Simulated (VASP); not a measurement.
# InAs (rocksalt type) (Fm-3m) in VASP: a series of runs

InAs (rocksalt type) is run at these levels: r2SCAN; tasks: single point.

Everything below comes from runs of VASP 6.6.1. Logs are shortened: lines on timing, memory, paths and dates and some standing lists are left out, and cuts for length are marked.

### Step 1. The cell of the first run

The structure is cubic, space group Fm-3m (No. 225). Conventional cell: a = 4.657 Å, b = 4.657 Å, c = 4.657 Å, α = 90.00°, β = 90.00°, γ = 90.00°. Within 3.1 Å of In (site symmetry m-3m) lie 6 As at 2.33 Å. Within 3.1 Å of As (site symmetry m-3m) lie 6 In at 2.33 Å.

### Step 2. Single point, r2SCAN (12.62 Å³/atom)

Contents of POSCAR:

```
InAs
1.0
    0.0000000000      2.3282939243      2.3282939243
    2.3282939243      0.0000000000      2.3282939243
    2.3282939243      2.3282939243      0.0000000000
In As
1 1
Direct
    0.0000000000      0.0000000000      0.0000000000
    0.5000000000      0.5000000000      0.5000000000
```

Contents of INCAR.step1:

```
SYSTEM = InAs
PREC = Accurate
ENCUT = 550
ISMEAR = -1
SIGMA = 0.05
LREAL = .FALSE.
LASPH = .TRUE.
NELM = 120
NBANDS = 16
GGA = PE
ALGO = Normal
EDIFF = 1E-5
LWAVE = .TRUE.
LCHARG = .FALSE.
GGA_COMPAT = .FALSE.
```

Contents of INCAR.step2:

```
SYSTEM = InAs
PREC = Accurate
ENCUT = 550
EDIFF = 1E-6
ISMEAR = -1
SIGMA = 0.05
LREAL = .FALSE.
LASPH = .TRUE.
NELM = 120
ALGO = Normal
ISIF = 2
LWAVE = .FALSE.
LCHARG = .FALSE.
METAGGA = R2SCAN
LMIXTAU = .TRUE.
NBANDS = 16
ISTART = 1
GGA_COMPAT = .FALSE.
```

Contents of KPOINTS:

```
regular mesh
0
G
  13 13 13
  0 0 0
```

Potentials or basis: VASP PAW PBE potentials, release 64 (In_d, As).

Command:

```console
> cat potpaw_PBE.64/In_d/POTCAR potpaw_PBE.64/As/POTCAR > POTCAR
> cp INCAR.step1 INCAR
> mpirun -np 1 vasp_std > vasp.out
> cp INCAR.step2 INCAR
> mpirun -np 1 vasp_std > vasp.out
```

OUTCAR:

```text
SYSTEM = InAs
   PREC = Accurate
   ENCUT = 550
   EDIFF = 1E-6
   ISMEAR = -1
   LREAL = .FALSE.
   LASPH = .TRUE.
   NELM = 120
   ISIF = 2
   METAGGA = R2SCAN
   ISTART = 1

 ion  position               nearest neighbor table
   1  0.000  0.000  0.000-   2 2.33   2 2.33   2 2.33   2 2.33   2 2.33   2 2.33
   2  0.500  0.500  0.500-   1 2.33   1 2.33   1 2.33   1 2.33   1 2.33   1 2.33

  LATTYP: Found a face centered cubic cell.
 ALAT       =     4.6565878486

  Lattice vectors:

 A1 = (   0.0000000000,   2.3282939243,   2.3282939243)
 A2 = (   2.3282939243,   0.0000000000,   2.3282939243)
 A3 = (   2.3282939243,   2.3282939243,   0.0000000000)

Analysis of symmetry for initial positions (statically):
=====================================================================
 Subroutine PRICEL returns:
 Original cell was already a primitive cell.

 Routine SETGRP: Setting up the symmetry group for a
 face centered cubic supercell.

 Subroutine GETGRP returns: Found 48 space group operations
 (whereof 48 operations were pure point group operations)
 out of a pool of 48 trial point group operations.

The static configuration has the point symmetry O_h .

Analysis of symmetry for dynamics (positions and initial velocities):
=====================================================================
 Subroutine PRICEL returns:
 Original cell was already a primitive cell.

 Routine SETGRP: Setting up the symmetry group for a
 face centered cubic supercell.

 Subroutine GETGRP returns: Found 48 space group operations
 (whereof 48 operations were pure point group operations)
 out of a pool of 48 trial point group operations.

The dynamic configuration has the point symmetry O_h .

 Subroutine INISYM returns: Found 48 space group operations
 (whereof 48 operations are pure point group operations),
 and found     1 'primitive' translations

----------------------------------------------------------------------------------------

                                     Primitive cell

  volume of cell :      25.2431

  direct lattice vectors                    reciprocal lattice vectors
     0.000000000  2.328293924  2.328293924    -0.214749519  0.214749519  0.214749519
     2.328293924  0.000000000  2.328293924     0.214749519 -0.214749519  0.214749519
     2.328293924  2.328293924  0.000000000     0.214749519  0.214749519 -0.214749519

  length of vectors
     3.292704845  3.292704845  3.292704845     0.371957078  0.371957078  0.371957078

  position of ions in fractional coordinates (direct lattice)
     0.000000000  0.000000000  0.000000000
     0.500000000  0.500000000  0.500000000

  ion indices of the primitive-cell ions
   primitive index   ion index
                 1           1
                 2           2

----------------------------------------------------------------------------------------

 KPOINTS: regular mesh

Automatic generation of k-mesh.
 Grid dimensions read from file:
 generate k-points for:   13   13   13

 Generating k-lattice:

  Cartesian coordinates                     Fractional coordinates (reciprocal lattice)
    -0.016519194  0.016519194  0.016519194     0.076923077  0.000000000  0.000000000
     0.016519194 -0.016519194  0.016519194     0.000000000  0.076923077  0.000000000
     0.016519194  0.016519194 -0.016519194     0.000000000  0.000000000  0.076923077

  Length of vectors
     0.028612083  0.028612083  0.028612083

  Shift w.r.t. Gamma in fractional coordinates (k-lattice)
     0.000000000  0.000000000  0.000000000

 Subroutine IBZKPT returns following result:
 ===========================================

 Found     84 irreducible k-points:

 Following reciprocal coordinates:
            Coordinates               Weight
  0.000000  0.000000  0.000000      1.000000
  0.076923  0.000000  0.000000      8.000000
  0.153846  0.000000  0.000000      8.000000
  0.230769  0.000000  0.000000      8.000000
  0.307692  0.000000  0.000000      8.000000
  0.384615  0.000000  0.000000      8.000000
[... 16 lines left out ...]
  0.384615  0.153846  0.000000     24.000000
  0.461538  0.153846  0.000000     24.000000
 [... further k-points ...]
   k-points           NKPTS =     84   k-points in BZ     NKDIM =     84   number of bands    NBANDS=     16
   number of dos      NEDOS =    301   number of ions     NIONS =      2
   total plane-waves  NPLWV =  21952
   dimension x,y,z NGX =    28 NGY =   28 NGZ =   28
   dimension x,y,z NGXF=    56 NGYF=   56 NGZF=   56
   ions per type =               1   1
   NGX,Y,Z   is equivalent  to a cutoff of  14.14, 14.14, 14.14 a.u.
   NGXF,Y,Z  is equivalent  to a cutoff of  28.27, 28.27, 28.27 a.u.
 SYSTEM =  InAs
   PREC   = accura    normal or accurate (medium, high low for compatibility)
   ISTART =      1    job   : 0-new  1-cont  2-samecut
   ICHARG =      0    charge: 1-file 2-atom 10-const
   ISPIN  =      1    spin polarized calculation?
   LNONCOLLINEAR =      F non collinear calculations
   LSORBIT =      F    spin-orbit coupling
   LASPH  =      T    aspherical Exc in radial PAW
   ENCUT  =  550.0 eV  40.42 Ry    6.36 a.u.   6.30  6.30  6.30*2*pi/ulx,y,z
   NELM   =    120;   NELMIN=  2; NELMDL=  0     # of ELM steps
   EDIFF  = 0.1E-05   stopping-criterion for ELM
   LREAL  =      F    real-space projection
   EDIFFG = 0.1E-04   stopping-criterion for IOM
   NSW    =      0    number of steps for IOM
   IBRION =     -1    ionic relax: 0-MD 1-quasi-New 2-CG
   NFREE  =      0    steps in history (QN), initial steepest desc. (CG)
   ISIF   =      2    stress and relaxation
   ISYM   =      2    0-nonsym 1-usesym 2-fastsym
   POTIM  = 0.5000    time-step for ionic-motion
   TEBEG  =    0.0;   TEEND  =   0.0 temperature during run
   PSTRESS=    0.0 pullay stress
   NELECT =      18.0000    total number of electrons
   NUPDOWN=      -1.0000    fix difference up-down
   EMIN   =  10.00;   EMAX   =-10.00  energy-range for DOS
   EFERMI =   0.00;   METHOD = LEGACY
   ISMEAR =    -1;   SIGMA  =   0.05  broadening in eV -4-tet -1-fermi 0-gaus
   EFERMI_NEDOS =   21; number of points for ismear=-14 and -15
   IALGO  =     38    algorithm
   IMIX   =      4    mixing-type and parameters
     AMIX     =   0.40;   BMIX     =  1.00
     AMIX_MAG =   1.60;   BMIX_MAG =  1.00
  volume/ion in A,a.u.               =      12.62        85.17
  Fermi-wavevector in a.u.,A,eV,Ry     =   1.462574  2.763864 29.104533  2.139123
  Thomas-Fermi vector in A             =   2.578771
   LORBIT       =      0    0 simple, 1 ext, 2 COOP (PROOUT), +10 PAW based schemes
   METAGGA = R2SCAN    functional components
   LHFCALC =     F    Hartree Fock is set to
   AEXX    =    0.0000 exact exchange contribution
   IVDW    =     0    specifies the selected vdW correction
   LEPSILON=     F    determine dielectric tensor
   LRPA    =     F    only Hartree local field effects (RPA)
 non-spin polarized calculation
  energy-cutoff  :      550.00
  volume of cell :       25.24
 maximum number of plane-waves:       751
 NGX is ok and might be reduce to    28
   NGX = 13   NGY = 13   NGZ = 13

 number of electron      18.0000000 magnetization

 Free energy of the ion-electron system (eV)
  ---------------------------------------------------
  ext. energy  EPLUGINS =         0.00000000
  ---------------------------------------------------
  free energy    TOTEN  =       -31.05734823 eV

  energy without entropy =      -31.05487583  energy(sigma->0) =      -31.05611203

 E-fermi :  15.9770     XC(G=0): -14.2131

 val. band max:       15.8878010132   @ k =  -0.2308   0.2308   0.0000
 cond. band min:      16.0231377489   @ k =   0.4615   0.3077   0.0000
 fundamental gap:      0.1353367356
 Fermi energy:        15.9770193772

 k-point     1 :       0.0000    0.0000    0.0000
  band No.  band energies     occupation
      1      -3.5714      2.00000
      2      -1.2888      2.00000
      3      -1.2888      2.00000
      4      -1.2591      2.00000
      5      -1.2591      2.00000
      6      -1.2591      2.00000
[... 8 lines left out ...]
     15      27.5791      0.00000
     16      27.5791      0.00000

 k-point     2 :       0.0769    0.0000    0.0000
  band No.  band energies     occupation
      1      -3.4406      2.00000
      2      -1.3150      2.00000
      3      -1.3150      2.00000
      4      -1.2678      2.00000
      5      -1.2395      2.00000
      6      -1.2395      2.00000
[... 8 lines left out ...]
     15      26.5738      0.00000
     16      26.5738      0.00000

 k-point     3 :       0.1538    0.0000    0.0000
  band No.  band energies     occupation
      1      -3.0567      2.00000
      2      -1.3941      2.00000
      3      -1.3941      2.00000
      4      -1.2854      2.00000
      5      -1.1773      2.00000
      6      -1.1773      2.00000
[... 8 lines left out ...]
     15      25.8209      0.00000
     16      26.0164      0.00000

 k-point     4 :       0.2308    0.0000    0.0000
  band No.  band energies     occupation
      1      -2.4630      2.00000
      2      -1.5045      2.00000
      3      -1.5045      2.00000
      4      -1.2726      2.00000
      5      -1.0869      2.00000
      6      -1.0869      2.00000
[... 8 lines left out ...]
     15      26.3434      0.00000
     16      26.6058      0.00000

 k-point     5 :       0.3077    0.0000    0.0000
  band No.  band energies     occupation
      1      -1.8769      2.00000
      2      -1.6193      2.00000
      3      -1.6193      2.00000
      4      -1.0303      2.00000
      5      -0.9890      2.00000
      6      -0.9890      2.00000
[... 8 lines left out ...]
     15      27.4595      0.00000
     16      28.4897      0.00000

 k-point     6 :       0.3846    0.0000    0.0000
  band No.  band energies     occupation
      1      -1.7125      2.00000
      2      -1.7125      2.00000
      3      -1.6884      2.00000
      4      -0.9062      2.00000
      5      -0.9062      2.00000
      6      -0.2377      2.00000
[... 8 lines left out ...]
     15      28.8343      0.00000
     16      30.6273      0.00000

 k-point     7 :       0.4615    0.0000    0.0000
  band No.  band energies     occupation
      1      -1.7644      2.00000
      2      -1.7644      2.00000
      3      -1.6650      2.00000
      4      -0.8588      2.00000
      5      -0.8588      2.00000
      6       0.6006      2.00000
[... 8 lines left out ...]
     15      30.0603      0.00000
     16      32.7151      0.00000

 k-point     8 :       0.0769    0.0769    0.0000
  band No.  band energies     occupation
      1      -3.4008      2.00000
      2      -1.3524      2.00000
      3      -1.2782      2.00000
      4      -1.2762      2.00000
      5      -1.2357      2.00000
      6      -1.2357      2.00000
[... 8 lines left out ...]
     15      25.7556      0.00000
     16      28.1935      0.00000

 k-point     9 :       0.1538    0.0769    0.0000
  band No.  band energies     occupation
      1      -3.1157      2.00000
      2      -1.4223      2.00000
      3      -1.3109      2.00000
      4      -1.2993      2.00000
      5      -1.1925      2.00000
      6      -1.1745      2.00000
[... 8 lines left out ...]
     15      26.7289      0.00000
     16      27.6836      0.00000
[... 172 lines left out ...]
 k-point    19 :      -0.0769    0.0769    0.0000
  band No.  band energies     occupation
      1      -3.2291      2.00000
      2      -1.3794      2.00000
      3      -1.3352      2.00000
      4      -1.2843      2.00000
      5      -1.2239      2.00000
      6      -1.1800      2.00000
[... 8 lines left out ...]
     15      26.2842      0.00000
     16      26.8181      0.00000

 k-point    20 :       0.1538    0.1538    0.0000
  band No.  band energies     occupation
      1      -2.9720      2.00000
      2      -1.4310      2.00000
      3      -1.3310      2.00000
      4      -1.2413      2.00000
      5      -1.1660      2.00000
      6      -1.1660      2.00000
[... 8 lines left out ...]
     15      28.0095      0.00000
     16      29.7254      0.00000

 k-point    21 :       0.2308    0.1538    0.0000
  band No.  band energies     occupation
      1      -2.6997      2.00000
      2      -1.3864      2.00000
      3      -1.3507      2.00000
      4      -1.2782      2.00000
      5      -1.0760      2.00000
      6      -1.0670      2.00000
[... 8 lines left out ...]
     15      28.7643      0.00000
     16      29.1542      0.00000

 k-point    22 :       0.3077    0.1538    0.0000
  band No.  band energies     occupation
      1      -2.4538      2.00000
      2      -1.4172      2.00000
      3      -1.3693      2.00000
      4      -1.2548      2.00000
      5      -0.9678      2.00000
      6      -0.7042      2.00000
[... 8 lines left out ...]
     15      29.4545      0.00000
     16      29.6025      0.00000

 k-point    23 :       0.3846    0.1538    0.0000
  band No.  band energies     occupation
      1      -2.3239      2.00000
      2      -1.4788      2.00000
      3      -1.4644      2.00000
      4      -1.1611      2.00000
      5      -0.8804      2.00000
      6       0.0552      2.00000
[... 8 lines left out ...]
     15      30.4215      0.00000
     16      31.6930      0.00000

 k-point    24 :       0.4615    0.1538    0.0000
  band No.  band energies     occupation
      1      -2.2516      2.00000
      2      -1.5825      2.00000
      3      -1.5045      2.00000
      4      -1.0868      2.00000
      5      -0.8336      2.00000
      6       1.0501      2.00000
[... 8 lines left out ...]
     15      31.0751      0.00000
     16      33.5921      0.00000

 [... further k-points ...]

------------------------ aborting loop because EDIFF is reached ----------------------------------------

  FORCE on cell =-STRESS in cart. coord.  units (eV):
  Direction    XX          YY          ZZ          XY          YZ          ZX
  --------------------------------------------------------------------------------------
  -------------------------------------------------------------------------------------
  Total       27.7615296     27.7615296     27.7615296      0.0000000      0.0000000     -0.0000000
  in kB     1762.0189054   1762.0189054   1762.0189054      0.0000000      0.0000000     -0.0000000
  external PRESSURE =    1762.0189054 kB  Pullay stress =       0.0000000 kB

 VOLUME and BASIS-vectors are now :
 -----------------------------------------------------------------------------
  energy-cutoff  :      550.00
  volume of cell :       25.24
      direct lattice vectors                 reciprocal lattice vectors
     0.000000000  2.328293924  2.328293924    -0.214749519  0.214749519  0.214749519
     2.328293924  0.000000000  2.328293924     0.214749519 -0.214749519  0.214749519
     2.328293924  2.328293924  0.000000000     0.214749519  0.214749519 -0.214749519

 POSITION                                       TOTAL-FORCE (eV/Angst)
 -----------------------------------------------------------------------------------
      0.00000      0.00000      0.00000         0.000000     -0.000000      0.000000
      2.32829      2.32829      2.32829        -0.000000      0.000000     -0.000000
 -----------------------------------------------------------------------------------
    total drift:                               -0.000000      0.000000      0.000000

  FREE ENERGIE OF THE ION-ELECTRON SYSTEM (eV)
  ---------------------------------------------------
  free  energy   TOTEN  =       -31.0573482286 eV

  energy  without entropy=      -31.0548758281  energy(sigma->0) =      -31.05611203
```

Run time: 2.4 min. Hardware: 1 thread of AMD EPYC 7R13 (Zen 3), shared host; peak memory 0.16 GiB.

Results:

```
Free energy            : -31.0573 eV
Pressure               : 176.2 GPa
Band gap on the k mesh : zero (bands 9 and 10 overlap by 2.45 eV)
```

Caveat: the cell stands under pressure; the PAW data sets were made with another functional, which shifts forces and pressure a little; spin-orbit coupling is left out, which moves the levels of the heavy elements.

(Part 1 of 3 ends here.)

The gap in the log of VASP goes by the Fermi energy; the results here count the filled bands.